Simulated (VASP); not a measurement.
# GeBi (R-3m) in VASP: single point with PBEsol

Aim: the single point of GeBi with PBEsol.

Everything below comes from runs of VASP 6.6.1. Logs are shortened: lines on timing, memory, paths and dates and some standing lists are left out, and cuts for length are marked.

## 1. The cell of the first run

It takes space group R-3m (No. 166, trigonal). The conventional cell has a = 4.094 Å, b = 4.094 Å, c = 11.021 Å, α = 90.00°, β = 90.00°, γ = 120.00°. Within 3.9 Å of Ge (site symmetry -3m) lie 6 Bi at 2.99 Å. Bi (site symmetry -3m) has 6 Ge at 2.99 Å within 3.9 Å.

## 2. Single point, PBEsol

INCAR reads:

```
SYSTEM = GeBi
PREC     = Accurate       ! precision mode
ENCUT    = 520            ! plane-wave cutoff, eV
EDIFF    = 1E-7           ! SCF threshold, eV
ISMEAR   = -1             ! smearing method
SIGMA    = 0.1            ! smearing width, eV
LREAL    = .False.        ! projectors in reciprocal space
LASPH    = .True.         ! aspherical terms in the spheres
NELM     = 80             ! most SCF steps
ALGO     = Normal         ! electronic algorithm
ISIF     = 2              ! what is computed and relaxed
LWAVE    = .False.        ! write WAVECAR
LCHARG   = .False.        ! write CHGCAR
GGA      = PS             ! functional
NBANDS   = 22             ! bands
```

KPOINTS reads:

```
regular mesh
0
Gamma
  10 10 10
  0 0 0
```

POSCAR reads:

```
GeBi
1.0
    2.0470090000      3.5455180000      0.0000000000
   -2.0470090000      3.5455180000      0.0000000000
    0.0000000000     -2.3636790000      3.6738150000
Ge Bi
1 1
Direct
    0.0000000000      0.0000000000      0.0000000000
    0.5000000000      0.5000000000      0.5000000000
```

Potentials or basis: VASP PAW PBE potentials, release 64 (Ge_d, Bi_d).

Run with:

```sh
$ cat potpaw_PBE.64/Ge_d/POTCAR potpaw_PBE.64/Bi_d/POTCAR > POTCAR
$ mpirun -np 1 vasp_std > vasp.out
```

OUTCAR:

```text
SYSTEM = GeBi
   PREC = Accurate
   ENCUT = 520
   EDIFF = 1E-7
   ISMEAR = -1
   LREAL = .False.
   LASPH = .True.
   NELM = 80
   ISIF = 2
   GGA = PS

 ion  position               nearest neighbor table
   1  0.000  0.000  0.000-   2 2.99   2 2.99   2 2.99   2 2.99   2 2.99   2 2.99
   2  0.500  0.500  0.500-   1 2.99   1 2.99   1 2.99   1 2.99   1 2.99   1 2.99

  LATTYP: Found a trigonal (rhomboedric) cell.
 ALAT       =     4.3685130104
 COS(alpha) =     0.5608607731

  Lattice vectors:

 A1 = (   2.0470090000,   1.1818390000,   3.6738150000)
 A2 = (  -2.0470090000,   1.1818390000,   3.6738150000)
 A3 = (   0.0000000000,  -2.3636790000,   3.6738150000)

Analysis of symmetry for initial positions (statically):
=====================================================================
 Subroutine PRICEL returns:
 Original cell was already a primitive cell.

 Routine SETGRP: Setting up the symmetry group for a
 trigonal (rhombohedral) supercell.

 Subroutine GETGRP returns: Found 12 space group operations
 (whereof 12 operations were pure point group operations)
 out of a pool of 12 trial point group operations.

The static configuration has the point symmetry D_3d.

Analysis of symmetry for dynamics (positions and initial velocities):
=====================================================================
 Subroutine PRICEL returns:
 Original cell was already a primitive cell.

 Routine SETGRP: Setting up the symmetry group for a
 trigonal (rhombohedral) supercell.

 Subroutine GETGRP returns: Found 12 space group operations
 (whereof 12 operations were pure point group operations)
 out of a pool of 12 trial point group operations.

The dynamic configuration has the point symmetry D_3d.

 Subroutine INISYM returns: Found 12 space group operations
 (whereof 12 operations are pure point group operations),
 and found     1 'primitive' translations

----------------------------------------------------------------------------------------

                                     Primitive cell

  volume of cell :      53.3269

  direct lattice vectors                    reciprocal lattice vectors
     2.047009000  3.545518000  0.000000000     0.244258819  0.141023117  0.090732217
    -2.047009000  3.545518000  0.000000000    -0.244258819  0.141023117  0.090732217
     0.000000000 -2.363679000  3.673815000     0.000000000  0.000000000  0.272196613

  length of vectors
     4.094013158  4.094013158  4.368511768     0.296280653  0.296280653  0.272196613

  position of ions in fractional coordinates (direct lattice)
     0.000000000  0.000000000  0.000000000
     0.500000000  0.500000000  0.500000000

  ion indices of the primitive-cell ions
   primitive index   ion index
                 1           1
                 2           2

----------------------------------------------------------------------------------------

 KPOINTS: regular mesh

Automatic generation of k-mesh.
 Grid dimensions read from file:
 generate k-points for:   10   10   10

 Generating k-lattice:

  Cartesian coordinates                     Fractional coordinates (reciprocal lattice)
     0.024425882  0.014102312  0.009073222     0.100000000  0.000000000  0.000000000
    -0.024425882  0.014102312  0.009073222     0.000000000  0.100000000  0.000000000
     0.000000000  0.000000000  0.027219661     0.000000000  0.000000000  0.100000000

  Length of vectors
     0.029628065  0.029628065  0.027219661

  Shift w.r.t. Gamma in fractional coordinates (k-lattice)
     0.000000000  0.000000000  0.000000000

 Subroutine IBZKPT returns following result:
 ===========================================

 Found    116 irreducible k-points:

 Following reciprocal coordinates:
            Coordinates               Weight
  0.000000  0.000000  0.000000      1.000000
  0.100000  0.000000 -0.000000      6.000000
  0.200000  0.000000 -0.000000      6.000000
  0.300000  0.000000  0.000000      6.000000
  0.400000  0.000000  0.000000      6.000000
  0.500000  0.000000  0.000000      3.000000
[... 16 lines left out ...]
  0.300000  0.300000  0.000000      6.000000
  0.400000  0.300000  0.000000     12.000000
 [... further k-points ...]
   k-points           NKPTS =    116   k-points in BZ     NKDIM =    116   number of bands    NBANDS=     22
   number of dos      NEDOS =    301   number of ions     NIONS =      2
   total plane-waves  NPLWV =  28800
   dimension x,y,z NGX =    30 NGY =   30 NGZ =   32
   dimension x,y,z NGXF=    60 NGYF=   60 NGZF=   64
   ions per type =               1   1
   NGX,Y,Z   is equivalent  to a cutoff of  12.18, 12.18, 12.18 a.u.
   NGXF,Y,Z  is equivalent  to a cutoff of  24.36, 24.36, 24.36 a.u.
 SYSTEM =  GeBi
   PREC   = accura    normal or accurate (medium, high low for compatibility)
   ISTART =      0    job   : 0-new  1-cont  2-samecut
   ICHARG =      2    charge: 1-file 2-atom 10-const
   ISPIN  =      1    spin polarized calculation?
   LNONCOLLINEAR =      F non collinear calculations
   LSORBIT =      F    spin-orbit coupling
   LASPH  =      T    aspherical Exc in radial PAW
   ENCUT  =  520.0 eV  38.22 Ry    6.18 a.u.   7.61  7.61  8.12*2*pi/ulx,y,z
   NELM   =     80;   NELMIN=  2; NELMDL= -5     # of ELM steps
   EDIFF  = 0.1E-06   stopping-criterion for ELM
   LREAL  =      F    real-space projection
   EDIFFG = 0.1E-05   stopping-criterion for IOM
   NSW    =      0    number of steps for IOM
   IBRION =     -1    ionic relax: 0-MD 1-quasi-New 2-CG
   NFREE  =      0    steps in history (QN), initial steepest desc. (CG)
   ISIF   =      2    stress and relaxation
   ISYM   =      2    0-nonsym 1-usesym 2-fastsym
   POTIM  = 0.5000    time-step for ionic-motion
   TEBEG  =    0.0;   TEEND  =   0.0 temperature during run
   PSTRESS=    0.0 pullay stress
   NELECT =      29.0000    total number of electrons
   NUPDOWN=      -1.0000    fix difference up-down
   EMIN   =  10.00;   EMAX   =-10.00  energy-range for DOS
   EFERMI =   0.00;   METHOD = LEGACY
   ISMEAR =    -1;   SIGMA  =   0.10  broadening in eV -4-tet -1-fermi 0-gaus
   EFERMI_NEDOS =   21; number of points for ismear=-14 and -15
   IALGO  =     38    algorithm
   IMIX   =      4    mixing-type and parameters
     AMIX     =   0.40;   BMIX     =  1.00
     AMIX_MAG =   1.60;   BMIX_MAG =  1.00
  volume/ion in A,a.u.               =      26.66       179.93
  Fermi-wavevector in a.u.,A,eV,Ry     =   1.336263  2.525171 24.294544  1.785599
  Thomas-Fermi vector in A             =   2.464903
   LORBIT       =      0    0 simple, 1 ext, 2 COOP (PROOUT), +10 PAW based schemes
   GGA     = PS    functional components
   LHFCALC =     F    Hartree Fock is set to
   AEXX    =    0.0000 exact exchange contribution
   IVDW    =     0    specifies the selected vdW correction
   LEPSILON=     F    determine dielectric tensor
   LRPA    =     F    only Hartree local field effects (RPA)
 non-spin polarized calculation
  energy-cutoff  :      520.00
  volume of cell :       53.33
 maximum number of plane-waves:      1457
   NGX = 15   NGY = 15   NGZ = 17

 number of electron      28.9999998 magnetization

 Free energy of the ion-electron system (eV)
  ---------------------------------------------------
  ext. energy  EPLUGINS =         0.00000000
  ---------------------------------------------------
  free energy    TOTEN  =        -8.86463507 eV

  energy without entropy =       -8.82555936  energy(sigma->0) =       -8.84509722

 E-fermi :   6.3894     XC(G=0): -10.4172

 val. band max:        6.3697615298   @ k =   0.2000   0.0000  -0.0000
 cond. band min:       6.3911698007   @ k =   0.5000   0.3000   0.2000
 fundamental gap:      0.0214082709
 Fermi energy:         6.3893644017

 k-point     1 :       0.0000    0.0000    0.0000
  band No.  band energies     occupation
      1     -18.0947      2.00000
      2     -18.0947      2.00000
      3     -18.0731      2.00000
      4     -18.0708      2.00000
      5     -18.0708      2.00000
      6     -16.2460      2.00000
[... 14 lines left out ...]
     21      12.9279      0.00000
     22      13.8943      0.00000

 k-point     2 :       0.1000    0.0000   -0.0000
  band No.  band energies     occupation
      1     -18.0934      2.00000
      2     -18.0933      2.00000
      3     -18.0726      2.00000
      4     -18.0706      2.00000
      5     -18.0703      2.00000
      6     -16.2469      2.00000
[... 14 lines left out ...]
     21      13.1918      0.00000
     22      15.1845      0.00000

 k-point     3 :       0.2000    0.0000   -0.0000
  band No.  band energies     occupation
      1     -18.0900      2.00000
      2     -18.0896      2.00000
      3     -18.0712      2.00000
      4     -18.0699      2.00000
      5     -18.0690      2.00000
      6     -16.2524      2.00000
[... 14 lines left out ...]
     21      13.9372      0.00000
     22      17.3022      0.00000

 k-point     4 :       0.3000    0.0000    0.0000
  band No.  band energies     occupation
      1     -18.0859      2.00000
      2     -18.0850      2.00000
      3     -18.0696      2.00000
      4     -18.0690      2.00000
      5     -18.0672      2.00000
      6     -16.2611      2.00000
[... 14 lines left out ...]
     21      15.0860      0.00000
     22      18.7290      0.00000

 k-point     5 :       0.4000    0.0000    0.0000
  band No.  band energies     occupation
      1     -18.0825      2.00000
      2     -18.0813      2.00000
      3     -18.0687      2.00000
      4     -18.0678      2.00000
      5     -18.0658      2.00000
      6     -16.2688      2.00000
[... 417 lines left out ...]
 k-point    22 :      -0.2000    0.2000    0.0000
  band No.  band energies     occupation
      1     -18.0886      2.00000
      2     -18.0823      2.00000
      3     -18.0694      2.00000
      4     -18.0692      2.00000
      5     -18.0664      2.00000
      6     -16.2627      2.00000
[... 14 lines left out ...]
     21      16.3402      0.00000
     22      17.6724      0.00000

 k-point    23 :       0.3000    0.3000    0.0000
  band No.  band energies     occupation
      1     -18.0927      2.00000
      2     -18.0832      2.00000
      3     -18.0730      2.00000
      4     -18.0671      2.00000
      5     -18.0660      2.00000
      6     -16.2739      2.00000
[... 14 lines left out ...]
     21      16.5323      0.00000
     22      16.5376      0.00000

 k-point    24 :       0.4000    0.3000    0.0000
  band No.  band energies     occupation
      1     -18.0912      2.00000
      2     -18.0835      2.00000
      3     -18.0727      2.00000
      4     -18.0664      2.00000
      5     -18.0653      2.00000
      6     -16.2770      2.00000
[... 14 lines left out ...]
     21      17.1068      0.00000
     22      17.7969      0.00000

 [... further k-points ...]

------------------------ aborting loop because EDIFF is reached ----------------------------------------

  FORCE on cell =-STRESS in cart. coord.  units (eV):
  Direction    XX          YY          ZZ          XY          YZ          ZX
  --------------------------------------------------------------------------------------
  -------------------------------------------------------------------------------------
  Total       -0.2860553     -0.2860544     -1.1121902      0.0000000      0.0000001     -0.0000000
  in kB       -8.5943651     -8.5943380    -33.4151107      0.0000000      0.0000030     -0.0000000
  external PRESSURE =     -16.8679379 kB  Pullay stress =       0.0000000 kB

 VOLUME and BASIS-vectors are now :
 -----------------------------------------------------------------------------
  energy-cutoff  :      520.00
  volume of cell :       53.33
      direct lattice vectors                 reciprocal lattice vectors
     2.047009000  3.545518000  0.000000000     0.244258819  0.141023117  0.090732217
    -2.047009000  3.545518000  0.000000000    -0.244258819  0.141023117  0.090732217
     0.000000000 -2.363679000  3.673815000     0.000000000  0.000000000  0.272196613

 POSITION                                       TOTAL-FORCE (eV/Angst)
 -----------------------------------------------------------------------------------
      0.00000      0.00000      0.00000         0.000000      0.000000      0.000000
      0.00000      2.36368      1.83691        -0.000000     -0.000000      0.000000
 -----------------------------------------------------------------------------------
    total drift:                                0.000000      0.000000      0.000000

  FREE ENERGIE OF THE ION-ELECTRON SYSTEM (eV)
  ---------------------------------------------------
  free  energy   TOTEN  =        -8.8646350691 eV

  energy  without entropy=       -8.8255593642  energy(sigma->0) =       -8.84509722
```

Wall time 2.7 min (1 thread of Intel Xeon 8259CL, shared host); peak memory 0.27 GiB.

Results:

| Item | Value |
| --- | --- |
| Free energy | -8.8646 eV |
| Pressure | -1.7 GPa |
| Band gap on the k mesh | zero (an odd number of electrons rules out a gap without spin polarisation) |

Caveat: the PAW data sets were made with another functional, which shifts forces and pressure a little; spin-orbit coupling is left out, which moves the levels of the heavy elements.
